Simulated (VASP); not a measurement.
# Ga2BSb3 (P4/mmm) in VASP: a series of runs, part 2 of 2

VASP 6.6.1. Earlier steps stand in the parts before.

### 3 Single point, PBE

This run uses another cell than the first one, of 25.31 Å³/atom.

INCAR

```
SYSTEM = Ga2BSb3
PREC     = Accurate       ! precision mode
ENCUT    = 520            ! plane-wave cutoff, eV
EDIFF    = 1E-6           ! SCF threshold, eV
ISMEAR   = 0              ! smearing method
SIGMA    = 0.1            ! smearing width, eV
LREAL    = .False.        ! projectors in reciprocal space
LASPH    = .True.         ! aspherical terms in the spheres
NELM     = 60             ! most SCF steps
ALGO     = Normal         ! electronic algorithm
ISIF     = 2              ! what is computed and relaxed
LWAVE    = .False.        ! write WAVECAR
LCHARG   = .False.        ! write CHGCAR
GGA      = PE             ! functional
NBANDS   = 31             ! bands
```

KPOINTS

```
Automatic mesh
0
Gamma
  12 12 4
  0 0 0
```

POSCAR

```
Ga2BSb3
1.0
    3.1783119996      0.0000000000      0.0000000000
    0.0000000000      3.1783119996      0.0000000000
    0.0000000000      0.0000000000     15.0327072628
Ga B Sb
2 1 3
Direct
    0.5000000000      0.5000000000      0.8470367411
    0.5000000000      0.5000000000      0.1529632589
    0.0000000000      0.0000000000      0.5000000000
    0.0000000000      0.0000000000      0.0000000000
    0.0000000000      0.0000000000      0.3558700650
    0.0000000000      0.0000000000      0.6441299350
```

Potentials or basis: VASP PAW PBE potentials, release 64 (Ga_d, B, Sb).

On the command line:

```sh
> cat potpaw_PBE.64/Ga_d/POTCAR potpaw_PBE.64/B/POTCAR potpaw_PBE.64/Sb/POTCAR > POTCAR
> mpirun -np 1 vasp_std > vasp.out
```

Wall time 2.7 min (1 thread of AMD EPYC 9R45 (Zen 5), shared host); peak memory 0.47 GiB.

The run converged. Its results:

```yaml
Free_energy: -21.5990 eV
Pressure: 0.2 GPa
Largest_force: 0.095 eV/Å
Band_gap_on_the_k_mesh: zero (bands 22 and 23 overlap by 4.32 eV)
```

Forces on the atoms (eV/Å):
```
Ga   0.000  0.000 -0.004
Ga   0.000  0.000  0.004
B    0.000  0.000  0.000
Sb   0.000  0.000  0.000
Sb   0.000  0.000 -0.095
Sb   0.000  0.000  0.095
```

Stress tensor (GPa, compression positive):
```
0.02 0.00 0.00
0.00 0.02 0.00
0.00 0.00 0.42
```

Levels at points of the mesh, in eV from the Fermi level:
```csv
k point,band 19,band 20,band 21,band 22,band 23,band 24,band 25,band 26
"(0.00, 0.00, 0.00)",0.77,1.58,1.58,2.67,2.67,3.61,3.61,4.65
"(0.50, 0.00, 0.00)",-3.90,-2.90,-2.41,-0.93,-0.50,1.24,2.48,2.50
"(0.50, 0.50, 0.00)",-2.98,-2.68,-2.68,-2.56,-1.23,-0.17,-0.17,0.20
"(0.00, 0.00, 0.50)",1.58,1.58,2.27,2.53,2.66,2.66,3.65,3.65
"(0.50, 0.00, 0.50)",-3.55,-2.95,-2.62,-0.87,-0.42,1.76,1.77,2.48
"(0.50, 0.50, 0.50)",-2.98,-2.64,-2.64,-2.56,-1.20,-0.37,-0.37,0.15
```

Caveat: spin-orbit coupling is left out, which moves the levels of the heavy elements.

### 4 Relaxation of cell and atoms, PBE

This run uses another cell than the first one, of 24.82 Å³/atom.

INCAR

```
PREC = Accurate
ENCUT = 600
EDIFF = 1E-6
ISMEAR = 0
SIGMA = 0.1
LREAL = F
LASPH = T
NELM = 100
ALGO = Normal
ISIF = 3
LWAVE = F
LCHARG = F
GGA = PE
IBRION = 2
NSW = 90
EDIFFG = -0.04
```

KPOINTS

```
regular mesh
0
Gamma
  6 6 2
```

POSCAR

```
Ga2BSb3
1.0
    3.3967156642      0.0000000000      0.0000000000
    0.0000000000      3.3967156642      0.0000000000
    0.0000000000      0.0000000000     12.9076861537
Ga B Sb
2 1 3
Direct
    0.5000000000      0.5000000000      0.8416634390
    0.5000000000      0.5000000000      0.1583365610
    0.0000000000      0.0000000000      0.5000000000
    0.0000000000      0.0000000000      0.0000000000
    0.0000000000      0.0000000000      0.3335556352
    0.0000000000      0.0000000000      0.6664443648
```

On the command line:

```sh
> cat potpaw_PBE.64/Ga_d/POTCAR potpaw_PBE.64/B/POTCAR potpaw_PBE.64/Sb/POTCAR > POTCAR
> mpirun -np 1 vasp_std > vasp.out
```

Wall time 18 min (1 thread of AMD EPYC 9R45 (Zen 5), shared host); peak memory 0.32 GiB.

The run converged. Its results:

| Property | Result |
| --- | --- |
| Free energy | -21.4869 eV |
| Relaxed volume | 26.62 Å³/atom |
| Relaxed cell | a = 3.195 Å, b = 3.195 Å, c = 15.641 Å, α = 90.00°, β = 90.00°, γ = 90.00° |
| Space group after relaxing (to 0.1 Å) | P4/mmm (No. 123) |
| Energy gained by relaxing | 47.4 meV/atom |
| Ionic steps | 31 |
| Pressure after relaxing | -0.1 GPa |
| Largest force after relaxing | 0.009 eV/Å |
| Band gap on the k mesh | zero (bands 22 and 23 overlap by 4.30 eV) |

Forces on the atoms (eV/Å):
```
Ga   0.000  0.000 -0.009
Ga   0.000  0.000  0.009
B    0.000  0.000  0.000
Sb   0.000  0.000  0.000
Sb   0.000  0.000 -0.007
Sb   0.000  0.000  0.007
```

Stress tensor (GPa, compression positive):
```
-0.01  0.00  0.00
 0.00 -0.01  0.00
 0.00  0.00 -0.23
```

The path:
```
step  energy change (eV)  largest force (eV/Å)  pressure (GPa)  volume (Å³)
   1              0.0000                0.1505            0.42       148.92
   2             -0.0061                0.1711            0.00       150.34
   3             -0.0086                0.2870           -0.52       152.16
   4             -0.0118                0.2815           -0.55       152.39
   5             -0.0212                0.2635           -0.60       153.10
   6             -0.0391                0.2205           -0.66       154.50
   7             -0.0660                0.0966           -0.67       157.30
   8             -0.0681                0.2014           -0.41       162.85
   9             -0.0736                0.0968           -0.54       160.79
  10             -0.0909                0.1269           -0.48       160.36
  11             -0.1531                0.3501           -0.01       158.85
  12             -0.0999                0.7381            2.55       154.83
  13             -0.1783                0.4759            0.56       157.76
  14             -0.1512                0.6578            1.86       155.78
  15             -0.1828                0.5496            0.96       157.14
  16             -0.1931                0.5330            0.85       157.59
  17             -0.1935                0.5304            0.83       157.70
  18             -0.2032                0.4898            0.60       158.38
  19             -0.2246                0.3779           -0.05       160.44
  20             -0.2350                0.3466           -1.17       164.63
  21             -0.2456                0.2437           -1.06       164.38
  22             -0.2616                0.0744           -0.69       163.69
  23             -0.2624                0.1560           -0.61       163.49
  24             -0.2748                0.0910           -0.38       162.13
  25             -0.2821                0.0554           -0.09       160.43
  26             -0.2826                0.0583           -0.03       159.92
  27             -0.2826                0.0575            0.03       159.84
  28             -0.2829                0.0535            0.05       159.71
  29             -0.2835                0.0612            0.12       159.32
  30             -0.2839                0.0404            0.05       159.47
  31             -0.2842                0.0093           -0.08       159.71
```

Final structure:
```
Ga B Sb
1.0
     3.19549    0.00000    0.00000
     0.00000    3.19549    0.00000
     0.00000    0.00000   15.64079
Ga B Sb
2 1 3
Direct
  0.50000 0.50000 0.85650
  0.50000 0.50000 0.14350
  0.00000 0.00000 0.50000
  0.00000 0.00000 0.00000
  0.00000 0.00000 0.36136
  0.00000 0.00000 0.63864
```

Levels at points of the mesh, in eV from the Fermi level:
```csv
k point,band 19,band 20,band 21,band 22,band 23,band 24,band 25,band 26
"(0.00, 0.00, 0.00)",0.80,1.53,1.53,2.65,2.65,3.61,3.61,4.13
"(0.50, 0.00, 0.00)",-3.66,-2.60,-2.42,-0.69,-0.52,1.41,2.40,2.62
"(0.50, 0.50, 0.00)",-2.91,-2.56,-2.56,-2.41,-1.13,-0.05,-0.05,0.25
"(0.00, 0.00, 0.50)",1.53,1.53,2.13,2.21,2.65,2.65,3.62,3.62
"(0.50, 0.00, 0.50)",-3.51,-2.67,-2.46,-0.73,-0.41,1.75,2.03,2.40
"(0.50, 0.50, 0.50)",-2.91,-2.55,-2.55,-2.41,-1.12,-0.14,-0.14,0.23
```

Caveat: the highest band is partly filled, so the run has too few bands; a cell axis changed by over 15 % at a fixed basis, so the end point is rough; spin-orbit coupling is left out, which moves the levels of the heavy elements.

### 5 Overview

```tsv
task	cell	k mesh	cutoff (eV)	gap on the mesh (eV)	pressure (GPa)	relaxed volume (Å³/atom)	largest force (eV/Å)
relaxation of cell and atoms	relaxed from a = 4.113, b = 4.113, c = 8.433 Å, 6 atoms, atomic positions A	4 × 4 × 2	600	-	0.0	24.78	0.03
single point	a = 3.178, b = 3.178, c = 15.033 Å, 6 atoms, atomic positions B	12 × 12 × 4	520	none	0.2	-	0.10
relaxation of cell and atoms	relaxed from a = 3.397, b = 3.397, c = 12.908 Å, 6 atoms, atomic positions C	6 × 6 × 2	600	none	-0.1	26.62	0.01
```

Alike in all rows: level PBE; potentials or basis VASP PAW PBE potentials, release 64 (Ga_d, B, Sb); no spin polarisation; smearing gaussian 0.1 eV.

Caveats: some runs use coarse meshes; spin-orbit coupling is left out, which moves the levels of the heavy elements; the highest band is partly filled, so the run has too few bands (at least some runs); a cell axis changed by over 15 % at a fixed basis, so the end point is rough (at least some runs).

Total energies depend on the potentials used, so only differences within one code and one set of settings carry meaning.
